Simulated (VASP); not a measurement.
# LiSi16 (a cell with a defect) in VASP: notebook

Runs on LiSi16 (a cell with a defect). Level: PBE+D3(BJ). Tasks: single point.

All numbers are computed with VASP 6.6.1; they aren't measurements. Logs are shortened: lines on timing, memory, paths and dates and some standing lists are left out, and cuts for length are marked.

## 1. The cell of the first run

The cell holds a defect, 17 atoms: a = 7.679 Å, b = 7.679 Å, c = 7.679 Å, α = 60.00°, β = 60.00°, γ = 60.00°.

## 2. Single point, PBE+D3(BJ)

Input file INCAR:

```
PREC = Accurate
ENCUT = 520
EDIFF = 1E-7
ISMEAR = -1
SIGMA = 0.05
LREAL = Auto
LASPH = True
NELM = 60
ALGO = Normal
ISIF = 2
LWAVE = False
LCHARG = True
GGA = PE
IVDW = 12
LELF = True
LVHAR = True
NBANDS = 48
NELECT = 66.0
```

Input file KPOINTS:

```
regular mesh
0
Gamma
  1 1 1
```

Input file POSCAR:

```
LiSi16
1.0
    0.0000000000      5.4300000000      5.4300000000
    5.4300000000      0.0000000000      5.4300000000
    5.4300000000      5.4300000000      0.0000000000
Si Li
16 1
Direct
    0.0049133517     -0.0137313996      0.0320947514
    0.1847481584      0.1642938306      0.0312523941
    0.3014758748     -0.1281657459      0.3165998158
    0.2609825046      0.2771696133      0.6521257827
    0.1683647330      0.4836479742      0.0173345304
    0.0215782689      0.6489911602      0.2605828729
   -0.0266692449      0.5778302026      0.6015186004
    0.1345016575      0.7176419890      0.6846191529
    0.5131523941     -0.0973943831     -0.0447105893
    0.7144859116      0.0904610497     -0.0479236648
    0.6379422652     -0.1547914365      0.2642463168
    0.3408090239     -0.0951587477      0.7691688766
    0.5044931860      0.4416817680     -0.0513009208
    0.3817855433      0.6009085635      0.2032656538
    0.4547811234      0.4906588398      0.5198822284
    0.6330666667      0.6405898711      0.6091283610
   -0.1100173112      1.1650744015      0.5038047882
```

Potentials or basis: VASP PAW PBE potentials, release 64 (Si, Li_sv).

Run with:

```console
$ cat potpaw_PBE.64/Si/POTCAR potpaw_PBE.64/Li_sv/POTCAR > POTCAR
$ mpirun -np 1 vasp_gam > vasp.out
```

OUTCAR:

```text
PREC = Accurate
   ENCUT = 520
   EDIFF = 1E-7
   ISMEAR = -1
   LREAL = Auto
   LASPH = True
   NELM = 60
   ISIF = 2
   GGA = PE
   IVDW = 12
   NELECT = 66.0
 IVDW          = 12

 ion  position               nearest neighbor table
   1  0.005  0.986  0.032-  10 2.26   6 2.27  12 2.36   2 2.38  11 2.90   4 3.08
   2  0.185  0.164  0.031-   9 2.32   5 2.34   1 2.38   3 2.38   4 2.42  12 2.94
   3  0.301  0.872  0.317-  11 2.32  14 2.34   8 2.36   9 2.37   2 2.38  15 2.49
   4  0.261  0.277  0.652-  15 2.28   7 2.29  12 2.36   2 2.42  14 3.08   1 3.08   9 3.11   8 3.12

   5  0.168  0.484  0.017-  13 2.24   6 2.28   8 2.33   2 2.34
   6  0.022  0.649  0.261-   7 2.26   1 2.27   5 2.28  14 2.43  11 2.54  16 2.85
   7  0.973  0.578  0.602-   6 2.26   4 2.29  16 2.38   8 2.43  14 3.11
   8  0.135  0.718  0.685-   5 2.33  15 2.34   3 2.36   7 2.43  12 3.04   4 3.12
   9  0.513  0.903  0.955-   2 2.32   3 2.37  12 2.37  14 2.45  10 2.57  11 2.75   4 3.11
  10  0.714  0.090  0.952-  11 2.20   1 2.26  13 2.34   9 2.57  17 2.86
  11  0.638  0.845  0.264-  10 2.20  16 2.30   3 2.32   6 2.54   9 2.75   1 2.90  15 2.99
  12  0.341  0.905  0.769-   1 2.36   4 2.36   9 2.37  16 2.42  13 2.91   2 2.94  14 3.03   8 3.04

  13  0.504  0.442  0.949-   5 2.24  16 2.25  10 2.34  14 2.37  12 2.91
  14  0.382  0.601  0.203-   3 2.34  13 2.37  15 2.40   6 2.43   9 2.45  12 3.03   4 3.08   7 3.11

  15  0.455  0.491  0.520-   4 2.28   8 2.34  14 2.40   3 2.49  16 2.64  11 2.99
  16  0.633  0.641  0.609-  13 2.25  11 2.30   7 2.38  12 2.42  15 2.64   6 2.85
  17  0.890  0.165  0.504-  10 2.86

  LATTYP: Found a face centered cubic cell.
 ALAT       =    10.8600000000

  Lattice vectors:

 A1 = (   0.0000000000,   5.4300000000,   5.4300000000)
 A2 = (   5.4300000000,   0.0000000000,   5.4300000000)
 A3 = (   5.4300000000,   5.4300000000,   0.0000000000)

Analysis of symmetry for initial positions (statically):
=====================================================================
 Subroutine PRICEL returns:
 Original cell was already a primitive cell.

 Routine SETGRP: Setting up the symmetry group for a
 face centered cubic supercell.

 Subroutine GETGRP returns: Found  1 space group operations
 (whereof  1 operations were pure point group operations)
 out of a pool of 48 trial point group operations.

The static configuration has the point symmetry C_1 .

Analysis of symmetry for dynamics (positions and initial velocities):
=====================================================================
 Subroutine PRICEL returns:
 Original cell was already a primitive cell.

 Routine SETGRP: Setting up the symmetry group for a
[... 119 lines left out ...]
   ISYM   =      2    0-nonsym 1-usesym 2-fastsym
   POTIM  = 0.5000    time-step for ionic-motion
   TEBEG  =    0.0;   TEEND  =   0.0 temperature during run
   PSTRESS=    0.0 pullay stress
   NELECT =      66.0000    total number of electrons
   NUPDOWN=      -1.0000    fix difference up-down
   EMIN   =  10.00;   EMAX   =-10.00  energy-range for DOS
   EFERMI =   0.00;   METHOD = LEGACY
   ISMEAR =    -1;   SIGMA  =   0.05  broadening in eV -4-tet -1-fermi 0-gaus
   EFERMI_NEDOS =   21; number of points for ismear=-14 and -15
   IALGO  =     38    algorithm
   IMIX   =      4    mixing-type and parameters
     AMIX     =   0.40;   BMIX     =  1.00
     AMIX_MAG =   1.60;   BMIX_MAG =  1.00
  volume/ion in A,a.u.               =      18.84       127.11
  Fermi-wavevector in a.u.,A,eV,Ry     =   0.967044  1.827449 12.723821  0.935174
  Thomas-Fermi vector in A             =   2.096897
   LORBIT       =      0    0 simple, 1 ext, 2 COOP (PROOUT), +10 PAW based schemes
   GGA     = PE    functional components
   LHFCALC =     F    Hartree Fock is set to
   AEXX    =    0.0000 exact exchange contribution
   IVDW    =    12    specifies the selected vdW correction
   LEPSILON=     F    determine dielectric tensor
   LRPA    =     F    only Hartree local field effects (RPA)
 non-spin polarized calculation
  energy-cutoff  :      520.00
  volume of cell :      320.21
 maximum number of plane-waves:      4305
 NGX is ok and might be reduce to    60
   NGX = 29   NGY = 29   NGZ = 29

 number of electron      66.0000000 magnetization

 Free energy of the ion-electron system (eV)
  ---------------------------------------------------
  ext. energy  EPLUGINS =         0.00000000
  ---------------------------------------------------
  free energy    TOTEN  =       -83.65828181 eV

  energy without entropy =      -83.65802167  energy(sigma->0) =      -83.65815174

 E-fermi :   6.3310     XC(G=0):  -9.3284

 val. band max:        5.8836150037   @ k =   0.0000   0.0000   0.0000
 cond. band min:       6.7796287564   @ k =   0.0000   0.0000   0.0000
 fundamental gap:      0.8960137527
 Fermi energy:         6.3310416518

 k-point     1 :       0.0000    0.0000    0.0000
  band No.  band energies     occupation
      1     -41.3588      2.00000
      2      -6.9923      2.00000
      3      -4.5447      2.00000
      4      -4.4668      2.00000
      5      -4.1777      2.00000
      6      -3.5254      2.00000
[... 37 lines left out ...]
     44       8.8241      0.00000
     45       8.9979      0.00000
 [bands above 45 left out]

------------------------ aborting loop because EDIFF is reached ----------------------------------------

 Edisp (eV)   -5.37120

 E8    (eV) :    -2.2050

  FORCE on cell =-STRESS in cart. coord.  units (eV):
  Direction    XX          YY          ZZ          XY          YZ          ZX
  --------------------------------------------------------------------------------------
  -------------------------------------------------------------------------------------
  Total       6.25800    10.04306    14.28695     4.54045    -2.85737    -1.73339
  in kB      31.31243    50.25126    71.48594    22.71851   -14.29707    -8.67318
  external pressure =       51.02 kB  Pullay stress =        0.00 kB

 VOLUME and BASIS-vectors are now :
 -----------------------------------------------------------------------------
  energy-cutoff  :      520.00
  volume of cell :      320.21
      direct lattice vectors                 reciprocal lattice vectors
     0.000000000  5.430000000  5.430000000    -0.092081031  0.092081031  0.092081031
     5.430000000  0.000000000  5.430000000     0.092081031 -0.092081031  0.092081031
     5.430000000  5.430000000  0.000000000     0.092081031  0.092081031 -0.092081031

 POSITION                                       TOTAL-FORCE (eV/Angst)
 -----------------------------------------------------------------------------------
      5.52971      0.20095      5.38212         0.000202      0.024621      0.022100
      1.06182      1.17288      1.89530        -0.009459     -0.027205      0.001757
      6.45320      3.35615      6.37107         0.037397      0.011276      0.018360
      5.04607      4.95818      2.92217         0.013615      0.008773     -0.031895
      2.72033      1.00835      3.54043        -0.030783      0.012645      0.003200
      4.93899      1.53213      3.64119        -0.014973     -0.023540      0.016423
[... 9 lines left out ...]
      6.78597      6.74512      6.91596        -0.040363     -0.016585     -0.012516
      3.63201      7.56827      5.72896        -0.010383     -0.017558     -0.030678
 -----------------------------------------------------------------------------------
    total drift:                                0.000067     -0.000879     -0.001983

  FREE ENERGIE OF THE ION-ELECTRON SYSTEM (eV)
  ---------------------------------------------------
  free  energy   TOTEN  =       -89.0294806231 eV

  energy  without entropy=      -89.0292204816  energy(sigma->0) =      -89.02935055
```

OSZICAR:

```text
N       E                     dE             d eps       ncg     rms          rms(c)
DAV:   1     0.333656361753E+03    0.33366E+03   -0.29073E+04    96   0.123E+03
DAV:   2    -0.544360486002E+02   -0.38809E+03   -0.35886E+03   136   0.221E+02
DAV:   3    -0.859057165973E+02   -0.31470E+02   -0.30719E+02   136   0.594E+01
DAV:   4    -0.873736805482E+02   -0.14680E+01   -0.14642E+01   152   0.129E+01
DAV:   5    -0.875793938830E+02   -0.20571E+00   -0.20566E+00   152   0.250E+00    0.152E+01
DAV:   6    -0.843099546527E+02    0.32694E+01   -0.49566E+00   112   0.674E+00    0.878E+00
DAV:   7    -0.836407666238E+02    0.66919E+00   -0.34902E+00   120   0.527E+00    0.255E+00
DAV:   8    -0.836545276317E+02   -0.13761E-01   -0.61130E-01   152   0.254E+00    0.117E+00
DAV:   9    -0.836555771886E+02   -0.10496E-02   -0.34103E-02   120   0.649E-01    0.464E-01
DAV:  10    -0.836572747249E+02   -0.16975E-02   -0.59570E-03   144   0.260E-01    0.201E-01
DAV:  11    -0.836580545664E+02   -0.77984E-03   -0.11674E-03   112   0.122E-01    0.569E-02
DAV:  12    -0.836582065913E+02   -0.15202E-03   -0.23268E-04   128   0.511E-02    0.294E-02
DAV:  13    -0.836582747756E+02   -0.68184E-04   -0.10392E-04   112   0.330E-02    0.877E-03
DAV:  14    -0.836582800887E+02   -0.53131E-05   -0.78338E-06   128   0.925E-03    0.372E-03
DAV:  15    -0.836582814904E+02   -0.14016E-05   -0.28130E-06   112   0.532E-03    0.155E-03
DAV:  16    -0.836582817145E+02   -0.22412E-06   -0.23575E-07   112   0.161E-03    0.534E-04
DAV:  17    -0.836582818134E+02   -0.98881E-07   -0.55644E-08    72   0.890E-04
   1 F= -.89029481E+02 E0= -.89029351E+02  d E =-.260141E-03
```

stdout:

```text
POSCAR found type information on POSCAR SiLi
 POSCAR found :  2 types and      17 ions
 scaLAPACK will be used
 LDA part: xc-table for (Slater+PW92), standard interpolation
 POSCAR, INCAR and KPOINTS ok, starting setup
 FFT: planning ... GRIDC
 FFT: planning ... GRID_SOFT
 FFT: planning ... GRID
 WAVECAR not read
 entering main loop
 the old and the new charge density differ
 old charge density:    67.00000 new   66.00000
    0.152E+01
```

Wall time 39 s (1 thread of Intel Xeon Platinum 8488C (Sapphire Rapids), shared host); peak memory 0.42 GiB.

What came out:

```yaml
Free_energy: -89.0295 eV
Largest_force: 0.095 eV/Å
Dispersion_energy_per_atom: -0.316 eV
```

Forces on the atoms (eV/Å):
```
Si   0.000  0.025  0.022
Si  -0.009 -0.027  0.002
Si   0.037  0.011  0.018
Si   0.014  0.009 -0.032
Si  -0.031  0.013  0.003
Si  -0.015 -0.024  0.016
Si   0.004  0.050  0.036
Si  -0.039  0.001 -0.021
Si   0.011  0.012  0.025
Si   0.033  0.000  0.041
Si   0.004 -0.053 -0.078
Si   0.013  0.018  0.054
Si   0.040 -0.041 -0.009
Si  -0.036  0.021 -0.069
Si   0.024  0.021  0.035
Si  -0.040 -0.017 -0.013
Li  -0.010 -0.018 -0.031
```

Caveat: the k points lie up to 1.00 Å⁻¹ apart, too coarse for converged energies, forces and pressures; the cell carries a net charge on a neutralising background, which shifts energy and pressure; the cell is charged against a uniform background, so pressure and absolute levels hang on convention; the cutoff is under 1.25 times the usual one of these potentials, so pressure, stress and relaxed cells hold a basis-set (Pulay) error.

[end of part 1 of 2]
